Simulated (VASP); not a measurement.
# Pd (Fm-3m) in VASP: notebook, part 2 of 2

VASP 6.6.1. The steps go on from the part before.

## Step 4: Single point, PBEsol

This run uses another cell than the first one, of 14.53 Å³/atom, 0.985 times its volume.

Input file INCAR:

```
SYSTEM = Pd
ALGO = Fast
EDIFF = 1E-6
ENCUT = 520
GGA = PS
ISIF = 2
ISMEAR = -1
LASPH = .True.
LCHARG = .True.
LELF = .True.
LREAL = .False.
LVHAR = .True.
LWAVE = .False.
NBANDS = 11
NELM = 100
PREC = Accurate
SIGMA = 0.05
```

Input file KPOINTS:

```
k-points
0
Gamma
  12 12 12
  0 0 0
```

Input file POSCAR:

```
Pd
1.0
    0.0000000000      1.9368939114      1.9368939114
    1.9368939114      0.0000000000      1.9368939114
    1.9368939114      1.9368939114      0.0000000000
Pd
1
Direct
    0.0000000000      0.0000000000      0.0000000000
```

Potentials or basis: VASP PAW PBE potentials, release 64 (Pd).

On the command line:

```
> cat potpaw_PBE.64/Pd/POTCAR > POTCAR
> mpirun -np 1 vasp_std > vasp.out
```

OUTCAR:

```text
SYSTEM = Pd
   EDIFF = 1E-6
   ENCUT = 520
   GGA = PS
   ISIF = 2
   ISMEAR = -1
   LASPH = .True.
   LREAL = .False.
   NELM = 100
   PREC = Accurate

 ion  position               nearest neighbor table
   1  0.000  0.000  0.000-

  LATTYP: Found a face centered cubic cell.
 ALAT       =     3.8737878228

  Lattice vectors:

 A1 = (   0.0000000000,   1.9368939114,   1.9368939114)
 A2 = (   1.9368939114,   0.0000000000,   1.9368939114)
 A3 = (   1.9368939114,   1.9368939114,   0.0000000000)

Analysis of symmetry for initial positions (statically):
[... 33 lines left out ...]
                                     Primitive cell

  volume of cell :      14.5327

  direct lattice vectors                    reciprocal lattice vectors
     0.000000000  1.936893911  1.936893911    -0.258145269  0.258145269  0.258145269
     1.936893911  0.000000000  1.936893911     0.258145269 -0.258145269  0.258145269
     1.936893911  1.936893911  0.000000000     0.258145269  0.258145269 -0.258145269

  length of vectors
     2.739181638  2.739181638  2.739181638     0.447120722  0.447120722  0.447120722

  position of ions in fractional coordinates (direct lattice)
     0.000000000  0.000000000  0.000000000

  ion indices of the primitive-cell ions
   primitive index   ion index
                 1           1

----------------------------------------------------------------------------------------

 KPOINTS: k-points

Automatic generation of k-mesh.
 Grid dimensions read from file:
 generate k-points for:   12   12   12

 Generating k-lattice:

  Cartesian coordinates                     Fractional coordinates (reciprocal lattice)
    -0.021512106  0.021512106  0.021512106     0.083333333  0.000000000  0.000000000
     0.021512106 -0.021512106  0.021512106     0.000000000  0.083333333  0.000000000
     0.021512106  0.021512106 -0.021512106     0.000000000  0.000000000  0.083333333

  Length of vectors
     0.037260060  0.037260060  0.037260060

  Shift w.r.t. Gamma in fractional coordinates (k-lattice)
     0.000000000  0.000000000  0.000000000

 Subroutine IBZKPT returns following result:
 ===========================================

 Found     72 irreducible k-points:

 Following reciprocal coordinates:
            Coordinates               Weight
  0.000000  0.000000  0.000000      1.000000
  0.083333  0.000000  0.000000      8.000000
  0.166667  0.000000  0.000000      8.000000
  0.250000  0.000000  0.000000      8.000000
  0.333333  0.000000  0.000000      8.000000
  0.416667  0.000000  0.000000      8.000000
[... 16 lines left out ...]
  0.500000  0.166667  0.000000     24.000000
 -0.416667  0.166667  0.000000     24.000000
 [... further k-points ...]
   k-points           NKPTS =     72   k-points in BZ     NKDIM =     72   number of bands    NBANDS=     11
   number of dos      NEDOS =    301   number of ions     NIONS =      1
   total plane-waves  NPLWV =   8000
   dimension x,y,z NGX =    20 NGY =   20 NGZ =   20
   dimension x,y,z NGXF=    40 NGYF=   40 NGZF=   40
   ions per type =               1
   NGX,Y,Z   is equivalent  to a cutoff of  12.14, 12.14, 12.14 a.u.
   NGXF,Y,Z  is equivalent  to a cutoff of  24.28, 24.28, 24.28 a.u.
 SYSTEM =  Pd
   PREC   = accura    normal or accurate (medium, high low for compatibility)
   ISTART =      0    job   : 0-new  1-cont  2-samecut
   ICHARG =      2    charge: 1-file 2-atom 10-const
   ISPIN  =      1    spin polarized calculation?
   LNONCOLLINEAR =      F non collinear calculations
   LSORBIT =      F    spin-orbit coupling
   LASPH  =      T    aspherical Exc in radial PAW
   ENCUT  =  520.0 eV  38.22 Ry    6.18 a.u.   5.09  5.09  5.09*2*pi/ulx,y,z
   NELM   =    100;   NELMIN=  2; NELMDL= -5     # of ELM steps
   EDIFF  = 0.1E-05   stopping-criterion for ELM
   LREAL  =      F    real-space projection
   EDIFFG = 0.1E-04   stopping-criterion for IOM
   NSW    =      0    number of steps for IOM
   IBRION =     -1    ionic relax: 0-MD 1-quasi-New 2-CG
   NFREE  =      0    steps in history (QN), initial steepest desc. (CG)
   ISIF   =      2    stress and relaxation
   ISYM   =      2    0-nonsym 1-usesym 2-fastsym
   POTIM  = 0.5000    time-step for ionic-motion
   TEBEG  =    0.0;   TEEND  =   0.0 temperature during run
   PSTRESS=    0.0 pullay stress
   NELECT =      10.0000    total number of electrons
   NUPDOWN=      -1.0000    fix difference up-down
   EMIN   =  10.00;   EMAX   =-10.00  energy-range for DOS
   EFERMI =   0.00;   METHOD = LEGACY
   ISMEAR =    -1;   SIGMA  =   0.05  broadening in eV -4-tet -1-fermi 0-gaus
   EFERMI_NEDOS =   21; number of points for ismear=-14 and -15
   IALGO  =     68    algorithm
   IMIX   =      4    mixing-type and parameters
     AMIX     =   0.40;   BMIX     =  1.00
     AMIX_MAG =   1.60;   BMIX_MAG =  1.00
  volume/ion in A,a.u.               =      14.53        98.07
  Fermi-wavevector in a.u.,A,eV,Ry     =   1.445303  2.731227 28.421233  2.088902
  Thomas-Fermi vector in A             =   2.563500
   LORBIT       =      0    0 simple, 1 ext, 2 COOP (PROOUT), +10 PAW based schemes
   GGA     = PS    functional components
   LHFCALC =     F    Hartree Fock is set to
   AEXX    =    0.0000 exact exchange contribution
   IVDW    =     0    specifies the selected vdW correction
   LEPSILON=     F    determine dielectric tensor
   LRPA    =     F    only Hartree local field effects (RPA)
 non-spin polarized calculation
 RMM-DIIS sequential band-by-band and
  energy-cutoff  :      520.00
  volume of cell :       14.53
 maximum number of plane-waves:       399
   NGX = 11   NGY = 11   NGZ = 11

 number of electron      10.0000002 magnetization

 Free energy of the ion-electron system (eV)
  ---------------------------------------------------
  ext. energy  EPLUGINS =         0.00000000
  ---------------------------------------------------
  free energy    TOTEN  =        -5.97536286 eV

  energy without entropy =       -5.95618580  energy(sigma->0) =       -5.96577433

 E-fermi :   9.8414     XC(G=0): -13.4753

 val. band max:        9.8405887637   @ k =   0.5000   0.0000   0.0000
 cond. band min:       9.8422946181   @ k =   0.5000   0.4167   0.0833
 fundamental gap:      0.0017058544
 Fermi energy:         9.8413842559

 k-point     1 :       0.0000    0.0000    0.0000
  band No.  band energies     occupation
      1       2.5171      2.00000
      2       6.9365      2.00000
      3       6.9365      2.00000
      4       6.9365      2.00000
      5       8.6092      2.00000
      6       8.6092      2.00000
      7      27.0066      0.00000
      8      31.8631      0.00000
      9      31.8631      0.00000
     10      31.8631      0.00000
     11      37.1358      0.00000

 k-point     2 :       0.0833    0.0000    0.0000
  band No.  band energies     occupation
      1       2.7708      2.00000
      2       6.8473      2.00000
      3       7.0236      2.00000
      4       7.0236      2.00000
      5       8.5686      2.00000
      6       8.5686      2.00000
      7      27.2718      0.00000
      8      30.3658      0.00000
      9      32.1606      0.00000
     10      32.1606      0.00000
     11      37.6004      0.00000

 k-point     3 :       0.1667    0.0000    0.0000
  band No.  band energies     occupation
      1       3.4577      2.00000
      2       6.6911      2.00000
      3       7.2007      2.00000
      4       7.2007      2.00000
      5       8.5402      2.00000
      6       8.5402      2.00000
      7      27.1651      0.00000
      8      28.3474      0.00000
      9      32.9384      0.00000
     10      32.9384      0.00000
     11      36.3058      0.00000
[... 267 lines left out ...]
 k-point    23 :       0.5000    0.1667    0.0000
  band No.  band energies     occupation
      1       4.9775      2.00000
      2       6.4412      2.00000
      3       7.5164      2.00000
      4       7.6435      2.00000
      5       9.8847      0.59183
      6      12.9080      0.00000
      7      18.0070      0.00000
      8      26.3053      0.00000
      9      28.7750      0.00000
     10      29.2915      0.00000
     11      37.4724      0.00000

 k-point    24 :      -0.4167    0.1667    0.0000
  band No.  band energies     occupation
      1       5.0305      2.00000
      2       6.4489      2.00000
      3       7.4458      2.00000
      4       7.8523      2.00000
      5       9.6055      1.98227
      6      13.4614      0.00000
      7      17.5063      0.00000
      8      25.7445      0.00000
      9      28.7677      0.00000
     10      29.8431      0.00000
     11      37.8356      0.00000

 [... further k-points ...]
[... 5 lines left out ...]
  --------------------------------------------------------------------------------------
  -------------------------------------------------------------------------------------
  Total       -0.0365362     -0.0365362     -0.0365362      0.0000000      0.0000000     -0.0000000
  in kB       -4.0279689     -4.0279689     -4.0279689      0.0000000      0.0000000     -0.0000000
  external PRESSURE =      -4.0279689 kB  Pullay stress =       0.0000000 kB

 VOLUME and BASIS-vectors are now :
 -----------------------------------------------------------------------------
  energy-cutoff  :      520.00
  volume of cell :       14.53
      direct lattice vectors                 reciprocal lattice vectors
     0.000000000  1.936893911  1.936893911    -0.258145269  0.258145269  0.258145269
     1.936893911  0.000000000  1.936893911     0.258145269 -0.258145269  0.258145269
     1.936893911  1.936893911  0.000000000     0.258145269  0.258145269 -0.258145269

 POSITION                                       TOTAL-FORCE (eV/Angst)
 -----------------------------------------------------------------------------------
      0.00000      0.00000      0.00000        -0.000000      0.000000     -0.000000
 -----------------------------------------------------------------------------------
    total drift:                                0.000000      0.000000      0.000000

  FREE ENERGIE OF THE ION-ELECTRON SYSTEM (eV)
  ---------------------------------------------------
  free  energy   TOTEN  =        -5.9753628620 eV

  energy  without entropy=       -5.9561858025  energy(sigma->0) =       -5.96577433
```

Run time: 15 s. Hardware: 1 thread of Intel Xeon 8259CL, shared host; peak memory 0.13 GiB.

Results:

```yaml
Free_energy: -5.9754 eV
Pressure: -0.4 GPa
Band_gap_on_the_k_mesh: zero (band 5 reaches 10.16 eV, above the bottom of band 6 at 8.54 eV)
```

Levels at points of the mesh, in eV from the Fermi level:
| k point | band 1 | band 2 | band 3 | band 4 | band 5 | band 6 | band 7 | band 8 | band 9 | band 10 |
| --- | --- | --- | --- | --- | --- | --- | --- | --- | --- | --- |
| (0.00, 0.00, 0.00) | -7.32 | -2.90 | -2.90 | -2.90 | -1.23 | -1.23 | 17.17 | 22.02 | 22.02 | 22.02 |
| (0.50, 0.00, 0.00) | -5.44 | -2.95 | -2.95 | 0.00 | 0.00 | 0.92 | 7.41 | 16.53 | 21.19 | 21.19 |
| (0.50, 0.50, 0.00) | -5.53 | -5.24 | -0.02 | 0.32 | 0.32 | 3.28 | 10.89 | 13.22 | 13.22 | 21.73 |

Caveat: the PAW data sets were made with another functional, which shifts forces and pressure a little.

## Step 5: Relaxation of cell and atoms, LDA

Input file INCAR:

```
SYSTEM = Pd
PREC     = Accurate       ! precision mode
ENCUT    = 600            ! plane-wave cutoff, eV
EDIFF    = 1E-6           ! SCF threshold, eV
ISMEAR   = -1             ! smearing method
SIGMA    = 0.05           ! smearing width, eV
LREAL    = .FALSE.        ! projectors in reciprocal space
LASPH    = .TRUE.         ! aspherical terms in the spheres
NELM     = 60             ! most SCF steps
ALGO     = Normal         ! electronic algorithm
ISIF     = 3              ! what is computed and relaxed
LWAVE    = .FALSE.        ! write WAVECAR
LCHARG   = .FALSE.        ! write CHGCAR
IBRION   = 2              ! ionic algorithm
NSW      = 60             ! ionic steps
EDIFFG   = -0.01          ! ionic threshold
```

Input file KPOINTS:

```
Automatic mesh
0
G
  12 12 12
  0 0 0
```

Input file POSCAR:

```
Pd
1.0
    0.0000000000      1.9465000000      1.9465000000
    1.9465000000      0.0000000000      1.9465000000
    1.9465000000      1.9465000000      0.0000000000
Pd
1
Direct
    0.0000000000      0.0000000000      0.0000000000
```

Potentials or basis: VASP PAW LDA potentials, release 64 (Pd).

On the command line:

```
> cat potpaw_LDA.64/Pd/POTCAR > POTCAR
> mpirun -np 1 vasp_std > vasp.out
```

Wall time 36 s (1 thread of Intel Xeon 8259CL, shared host); peak memory 0.14 GiB.

Results (log left out):

```yaml
Free_energy: -6.5102 eV
Relaxed_volume: 14.15 Å³/atom
Relaxed_cell: a = 2.715 Å, b = 2.715 Å, c = 2.715 Å, α = 60.00°, β = 60.00°, γ = 60.00°
Space_group_after_relaxing_to_0.05_Å: Fm-3m (No. 225)
Energy_gained_by_relaxing: 16.7 meV/atom
Ionic_steps: 4
Pressure_after_relaxing: 0.0 GPa
Band_gap_on_the_k_mesh: zero (band 5 reaches 10.63 eV, above the bottom of band 6 at 8.93 eV)
```

Step by step:
```
step  energy change (eV)  largest force (eV/Å)  pressure (GPa)  volume (Å³)
   1              0.0000                0.0000           -8.47        14.75
   2              0.0423                0.0000           20.44        13.15
   3             -0.0167                0.0000           -0.22        14.16
   4             -0.0167                0.0000           -0.01        14.15
```

Final structure:
```xyz
1
Lattice="0.0000 1.9197 1.9197 1.9197 0.0000 1.9197 1.9197 1.9197 0.0000" Properties=species:S:1:pos:R:3 pbc="T T T"
Pd    0.0000    0.0000    0.0000
```

Levels at points of the mesh, in eV from the Fermi level:
```
           k point  band 2  band 3  band 4  band 5  band 6  band 7  band 8  band 9
(0.00, 0.00, 0.00)   -3.05   -3.05   -3.05   -1.29   -1.29   17.17   22.13   22.13
(0.50, 0.00, 0.00)   -3.09   -3.09    0.00    0.00    0.88    7.62   16.56   21.35
(0.50, 0.50, 0.00)   -5.48   -0.01    0.34    0.34    3.28   11.18   13.32   13.32
```

## Step 6: Single point, PBE, non-collinear spin, zero start, spin-orbit coupling

Input file INCAR:

```
ALGO = Normal
EDIFF = 1E-6
ENCUT = 520
GGA = PE
GGA_COMPAT = False
ISIF = 2
ISMEAR = -1
LASPH = True
LCHARG = False
LMAXMIX = 4
LNONCOLLINEAR = True
LORBIT = 11
LORBMOM = True
LREAL = False
LSORBIT = True
LWAVE = False
MAGMOM = 0 0 0
NBANDS = 21
NELM = 150
PREC = Accurate
SIGMA = 0.05
```

Input file KPOINTS:

```
k-points
0
Gamma
  9 9 9
```

POSCAR is that of step 5.

Potentials or basis: VASP PAW PBE potentials, release 64 (Pd).

On the command line:

```
> cat potpaw_PBE.64/Pd/POTCAR > POTCAR
> mpirun -np 1 vasp_ncl > vasp.out
```

Wall time 39 s (1 thread of Intel Xeon 8259CL, shared host); peak memory 0.16 GiB.

It converged, with:

| Quantity | Value |
| --- | --- |
| Free energy | -5.2616 eV |
| Pressure | 6.6 GPa |
| Net moment | 0.00 μB per cell |
| Valence electrons inside the program's atomic spheres | Pd 9.44 |

Moments on the atoms (μB; x, y, z):
```
Pd  0.00 0.00 0.00
```

## Step 7: The runs side by side

| task | level | potentials or basis | spin | cell | k mesh | cutoff (eV) | smearing | gap on the mesh (eV) | pressure (GPa) |
| --- | --- | --- | --- | --- | --- | --- | --- | --- | --- |
| single point | PBE | VASP PAW PBE potentials, release 64 (Pd) | off | a = 2.753 Å, angles 60.0°, 1 atom | 12 × 12 × 12 | 520 | gaussian 0.011 eV | none | 6.6 |
| single point | LDA | VASP PAW LDA potentials, release 64 (Pd) | off | a = 2.714 Å, angles 60.0°, 1 atom | 12 × 12 × 12 | 520 | fermi-dirac 0.05 eV | none | 0.3 |
| single point | PBEsol | VASP PAW PBE potentials, release 64 (Pd) | off | a = 2.739 Å, angles 60.0°, 1 atom | 12 × 12 × 12 | 520 | fermi-dirac 0.05 eV | none | -0.4 |
| relaxation of cell and atoms | LDA | VASP PAW LDA potentials, release 64 (Pd) | off | relaxed from a = 2.753 Å, angles 60.0°, 1 atom | 12 × 12 × 12 | 600 | fermi-dirac 0.05 eV | none | 0.0 |
| single point | PBE | VASP PAW PBE potentials, release 64 (Pd) | non-collinear, zero start, SOC | a = 2.753 Å, angles 60.0°, 1 atom | 9 × 9 × 9 | 520 | fermi-dirac 0.05 eV | - | 6.6 |

Caveats: the PAW data sets were made with another functional, which shifts forces and pressure a little (some runs).

Absolute energies hang on the potentials; compare differences alone.
